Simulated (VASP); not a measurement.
Input of a VASP 6.6.1 run:

File INCAR:

```
SYSTEM = W
ALGO     = Normal         ! electronic algorithm
EDIFF    = 1E-6           ! SCF threshold, eV
ENCUT    = 520            ! plane-wave cutoff, eV
GGA      = PE             ! functional
ISIF     = 2              ! what is computed and relaxed
ISMEAR   = -1             ! smearing method
LASPH    = .TRUE.         ! aspherical terms in the spheres
LCHARG   = .FALSE.        ! write CHGCAR
LREAL    = .FALSE.        ! projectors in reciprocal space
LWAVE    = .FALSE.        ! write WAVECAR
NBANDS   = 13             ! bands
NELM     = 60             ! most SCF steps
PREC     = Accurate       ! precision mode
SIGMA    = 0.05           ! smearing width, eV
```

KPOINTS

```
k-points
0
G
  13 13 13
  0 0 0
```

POSCAR

```
W
1.0
   -1.5823400000      1.5823400000      1.5823400000
    1.5823400000     -1.5823400000      1.5823400000
    1.5823400000      1.5823400000     -1.5823400000
W
1
Direct
    0.0000000000      0.0000000000      0.0000000000
```

Potentials or basis: VASP PAW PBE potentials, release 64 (W_sv).

Launch:

```bash
$ cat potpaw_PBE.64/W_sv/POTCAR > POTCAR
$ mpirun -np 1 vasp_std > vasp.out
```

Problem. Estimate the pressure.

Solution. 5.9 GPa.

Problem. Predict the band gap on the k mesh.

Solution. Zero (band 7 reaches 15.96 eV, above the bottom of band 8 at 10.22 eV).

Caveat: spin-orbit coupling is left out, which moves the levels of the heavy elements.
